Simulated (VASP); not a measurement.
# Eu (Fm-3m) in VASP: a series of runs, part 2 of 2

VASP 6.6.1.

### 5 Single point, r2SCAN, collinear spin, ferromagnetic start

The input, POSCAR:

```
Eu
1.0
    0.0000000000      2.7893030000      2.7893030000
    2.7893030000      0.0000000000      2.7893030000
    2.7893030000      2.7893030000      0.0000000000
Eu
1
Direct
    0.0000000000      0.0000000000      0.0000000000
```

The input, INCAR.step1:

```
SYSTEM = Eu
  PREC = Accurate
  ENCUT = 520
  ISMEAR = -1
  SIGMA = 0.1
  LREAL = .False.
  LASPH = .True.
  NELM = 150
  ISPIN = 2
  MAGMOM = 9.1
  LMAXMIX = 6
  NBANDS = 18
  GGA = PE
  ALGO = Normal
  EDIFF = 1E-4
  LWAVE = .True.
  LCHARG = .False.
```

The input, INCAR.step2:

```
SYSTEM = Eu
  PREC = Accurate
  ENCUT = 520
  EDIFF = 1E-6
  ISMEAR = -1
  SIGMA = 0.1
  LREAL = .False.
  LASPH = .True.
  NELM = 150
  ALGO = Normal
  ISIF = 2
  LWAVE = .False.
  LCHARG = .True.
  ISPIN = 2
  MAGMOM = 9.1
  LORBIT = 11
  LMAXMIX = 6
  METAGGA = R2SCAN
  LMIXTAU = .True.
  LELF = .True.
  LVHAR = .True.
  NBANDS = 18
  ISTART = 1
```

The input, KPOINTS:

```
Automatic mesh
0
Gamma
  7 7 7
  0 0 0
```

Potentials or basis: VASP PAW PBE potentials, release 64 (Eu).

On the command line:

```
$ cat potpaw_PBE.64/Eu/POTCAR > POTCAR
$ cp INCAR.step1 INCAR
$ mpirun -np 1 vasp_std > vasp.out
$ cp INCAR.step2 INCAR
$ mpirun -np 1 vasp_std > vasp.out
```

OUTCAR:

```text
SYSTEM = Eu
   PREC = Accurate
   ENCUT = 520
   EDIFF = 1E-6
   ISMEAR = -1
   LREAL = .False.
   LASPH = .True.
   NELM = 150
   ISIF = 2
   ISPIN = 2
   LORBIT = 11
   METAGGA = R2SCAN
   ISTART = 1

 ion  position               nearest neighbor table
   1  0.000  0.000  0.000-

  LATTYP: Found a face centered cubic cell.
 ALAT       =     5.5786060000

  Lattice vectors:

 A1 = (   0.0000000000,   2.7893030000,   2.7893030000)
 A2 = (   2.7893030000,   0.0000000000,   2.7893030000)
 A3 = (   2.7893030000,   2.7893030000,   0.0000000000)

Analysis of symmetry for initial positions (statically):
=====================================================================
 Subroutine PRICEL returns:
 Original cell was already a primitive cell.

 Routine SETGRP: Setting up the symmetry group for a
 face centered cubic supercell.

 Subroutine GETGRP returns: Found 48 space group operations
 (whereof 48 operations were pure point group operations)
 out of a pool of 48 trial point group operations.

The static configuration has the point symmetry O_h .

Analysis of symmetry for dynamics (positions and initial velocities):
=====================================================================
 Subroutine PRICEL returns:
 Original cell was already a primitive cell.

 Routine SETGRP: Setting up the symmetry group for a
 face centered cubic supercell.

 Subroutine GETGRP returns: Found 48 space group operations
 (whereof 48 operations were pure point group operations)
 out of a pool of 48 trial point group operations.

The dynamic configuration has the point symmetry O_h .

Analysis of structural, dynamic, and magnetic symmetry:
=====================================================================
 Subroutine PRICEL returns:
 Original cell was already a primitive cell.

 Routine SETGRP: Setting up the symmetry group for a
 face centered cubic supercell.

 Subroutine GETGRP returns: Found 48 space group operations
 (whereof 48 operations were pure point group operations)
 out of a pool of 48 trial point group operations.

The overall configuration has the point symmetry O_h .

 Subroutine INISYM returns: Found 48 space group operations
 (whereof 48 operations are pure point group operations),
 and found     1 'primitive' translations

----------------------------------------------------------------------------------------

                                     Primitive cell

  volume of cell :      43.4027

  direct lattice vectors                    reciprocal lattice vectors
     0.000000000  2.789303000  2.789303000    -0.179256251  0.179256251  0.179256251
     2.789303000  0.000000000  2.789303000     0.179256251 -0.179256251  0.179256251
     2.789303000  2.789303000  0.000000000     0.179256251  0.179256251 -0.179256251

  length of vectors
     3.944670132  3.944670132  3.944670132     0.310480935  0.310480935  0.310480935

  position of ions in fractional coordinates (direct lattice)
     0.000000000  0.000000000  0.000000000

  ion indices of the primitive-cell ions
   primitive index   ion index
                 1           1

----------------------------------------------------------------------------------------

 KPOINTS: Automatic mesh

Automatic generation of k-mesh.
 Grid dimensions read from file:
 generate k-points for:    7    7    7

 Generating k-lattice:
[... 40 lines left out ...]
   number of dos      NEDOS =    301   number of ions     NIONS =      1
   total plane-waves  NPLWV =  27000
   dimension x,y,z NGX =    30 NGY =   30 NGZ =   30
   dimension x,y,z NGXF=    60 NGYF=   60 NGZF=   60
   ions per type =               1
   NGX,Y,Z   is equivalent  to a cutoff of  12.64, 12.64, 12.64 a.u.
   NGXF,Y,Z  is equivalent  to a cutoff of  25.29, 25.29, 25.29 a.u.
 SYSTEM =  Eu
   PREC   = accura    normal or accurate (medium, high low for compatibility)
   ISTART =      1    job   : 0-new  1-cont  2-samecut
   ICHARG =      0    charge: 1-file 2-atom 10-const
   ISPIN  =      2    spin polarized calculation?
   LNONCOLLINEAR =      F non collinear calculations
   LSORBIT =      F    spin-orbit coupling
   LASPH  =      T    aspherical Exc in radial PAW
   ENCUT  =  520.0 eV  38.22 Ry    6.18 a.u.   7.33  7.33  7.33*2*pi/ulx,y,z
   NELM   =    150;   NELMIN=  2; NELMDL=  0     # of ELM steps
   EDIFF  = 0.1E-05   stopping-criterion for ELM
   LREAL  =      F    real-space projection
[... 7 lines left out ...]
   TEBEG  =    0.0;   TEEND  =   0.0 temperature during run
   PSTRESS=    0.0 pullay stress
   NELECT =      17.0000    total number of electrons
   NUPDOWN=      -1.0000    fix difference up-down
   EMIN   =  10.00;   EMAX   =-10.00  energy-range for DOS
   EFERMI =   0.00;   METHOD = LEGACY
   ISMEAR =    -1;   SIGMA  =   0.10  broadening in eV -4-tet -1-fermi 0-gaus
   EFERMI_NEDOS =   21; number of points for ismear=-14 and -15
   IALGO  =     38    algorithm
   IMIX   =      4    mixing-type and parameters
     AMIX     =   0.40;   BMIX     =  1.00
     AMIX_MAG =   1.60;   BMIX_MAG =  1.00
  volume/ion in A,a.u.               =      43.40       292.90
  Fermi-wavevector in a.u.,A,eV,Ry     =   1.197803  2.263520 19.520719  1.434732
  Thomas-Fermi vector in A             =   2.333709
   LORBIT       =     11    0 simple, 1 ext, 2 COOP (PROOUT), +10 PAW based schemes
   METAGGA = R2SCAN    functional components
   LHFCALC =     F    Hartree Fock is set to
   AEXX    =    0.0000 exact exchange contribution
   IVDW    =     0    specifies the selected vdW correction
   LEPSILON=     F    determine dielectric tensor
   LRPA    =     F    only Hartree local field effects (RPA)
 spin polarized calculation
  energy-cutoff  :      520.00
  volume of cell :       43.40
 maximum number of plane-waves:      1211
 NGX is ok and might be reduce to    30
   NGX = 15   NGY = 15   NGZ = 15

 number of electron      17.0000004 magnetization       7.8565241

 Free energy of the ion-electron system (eV)
  ---------------------------------------------------
  ext. energy  EPLUGINS =         0.00000000
  ---------------------------------------------------
  free energy    TOTEN  =       -39.71644070 eV

  energy without entropy =      -39.65572591  energy(sigma->0) =      -39.68608331

 E-fermi :   1.9326     XC(G=0):  -9.1473

 val. band max:        1.8588515144   @ k =  -0.4286   0.2857   0.1429
 cond. band min:       1.9584443122   @ k =  -0.4286   0.1429   0.0000
 fundamental gap:      0.0995927978
 Fermi energy:         1.9325899915

 spin component 1

 k-point     1 :       0.0000    0.0000    0.0000
  band No.  band energies     occupation
      1     -41.1952      1.00000
      2     -19.1595      1.00000
      3     -19.1595      1.00000
      4     -19.1595      1.00000
      5      -2.9342      1.00000
      6       1.2620      0.99878
[... 396 lines left out ...]
      4     -19.2927      1.00000
      5       1.0823      0.99980
      6       1.1912      0.99940
[... 10 lines left out ...]
     17       7.6483      0.00000
     18       9.1485      0.00000
 Fermi energy:         1.9325899915

 spin component 2

 k-point     1 :       0.0000    0.0000    0.0000
  band No.  band energies     occupation
      1     -37.4144      1.00000
      2     -16.4068      1.00000
      3     -16.4068      1.00000
      4     -16.4068      1.00000
      5      -1.1189      1.00000
      6       5.3721      0.00000
[... 397 lines left out ...]
      5       2.4672      0.00475
      6       3.4746      0.00000
[... 10 lines left out ...]
     17       9.7501      0.00000
     18      11.0744      0.00000

------------------------ aborting loop because EDIFF is reached ----------------------------------------

  FORCE on cell =-STRESS in cart. coord.  units (eV):
  Direction    XX          YY          ZZ          XY          YZ          ZX
  --------------------------------------------------------------------------------------
  -------------------------------------------------------------------------------------
  Total       -0.1743677     -0.1743677     -0.1743677      0.0000000      0.0000000      0.0000000
  in kB       -6.4366454     -6.4366454     -6.4366454      0.0000000      0.0000000      0.0000000
  external PRESSURE =      -6.4366454 kB  Pullay stress =       0.0000000 kB

 VOLUME and BASIS-vectors are now :
 -----------------------------------------------------------------------------
  energy-cutoff  :      520.00
  volume of cell :       43.40
      direct lattice vectors                 reciprocal lattice vectors
     0.000000000  2.789303000  2.789303000    -0.179256251  0.179256251  0.179256251
     2.789303000  0.000000000  2.789303000     0.179256251 -0.179256251  0.179256251
     2.789303000  2.789303000  0.000000000     0.179256251  0.179256251 -0.179256251

 POSITION                                       TOTAL-FORCE (eV/Angst)
 -----------------------------------------------------------------------------------
      0.00000      0.00000      0.00000         0.000000      0.000000      0.000000
 -----------------------------------------------------------------------------------
    total drift:                               -0.000000     -0.000000      0.000000

  FREE ENERGIE OF THE ION-ELECTRON SYSTEM (eV)
  ---------------------------------------------------
  free  energy   TOTEN  =       -39.7164407038 eV

  energy  without entropy=      -39.6557259063  energy(sigma->0) =      -39.68608331

 total charge

# of ion       s       p       d       f       tot
--------------------------------------------------
    1        2.080   5.758   0.304   6.650  14.792

 magnetization (x)

# of ion       s       p       d       f       tot
--------------------------------------------------
    1       -0.003  -0.149   0.229   6.649   6.727
```

Run time: 3.5 min. Hardware: 1 thread of Intel Xeon Platinum 8259CL at 2.50GHz (Skylake/Cascade Lake), shared host; peak memory 0.22 GiB.

What came out:

```
Free energy                                           : -39.7164 eV
Pressure                                              : -0.6 GPa
Net moment                                            : 7.86 μB per cell
Site moments                                          : Eu +6.73 μB
Valence electrons inside the program's atomic spheres : Eu 14.79
```

Levels at points of the mesh, in eV from the Fermi level:
Spin up:
```
           k point  band 8  band 9  band 10  band 11  band 12  band 13  band 14  band 15  band 16  band 17
(0.00, 0.00, 0.00)   -0.61   -0.61    -0.56    -0.56    -0.56     1.88     1.88     1.88     3.90     3.90
```
Spin down:
| k point | band 2 | band 3 | band 4 | band 5 | band 6 | band 7 | band 8 | band 9 |
| --- | --- | --- | --- | --- | --- | --- | --- | --- |
| (0.00, 0.00, 0.00) | -18.34 | -18.34 | -18.34 | -3.05 | 3.44 | 3.44 | 3.44 | 5.13 |

Caveat: the PAW data sets were made with another functional, which shifts forces and pressure a little; spin-orbit coupling is left out, which moves the levels of the heavy elements; semilocal functionals describe open f shells poorly, which spoils levels, moments and volumes. The state reached can hang on the start; a lower one may exist.

### 6 Summary

| k mesh | gap on the mesh (eV) | pressure (GPa) | moment (μB) |
| --- | --- | --- | --- |
| 2 × 2 × 2 | none | -9.1 | 7.32 |
| 4 × 4 × 4 | none | -0.4 | 7.95 |
| 5 × 5 × 5 | none | -0.4 | 7.90 |
| 7 × 7 × 7 | none | -0.6 | 7.86 |

Alike in all rows: task single point; level r2SCAN; potentials or basis VASP PAW PBE potentials, release 64 (Eu); spin collinear, ferromagnetic start; cell as given; cutoff (eV) 520; smearing fermi-dirac 0.1 eV.

Caveats: some runs use coarse meshes; the PAW data sets were made with another functional, which shifts forces and pressure a little; spin-orbit coupling is left out, which moves the levels of the heavy elements; semilocal functionals describe open f shells poorly, which spoils levels, moments and volumes.

Total energies depend on the potentials used, so only differences within one code and one set of settings carry meaning.
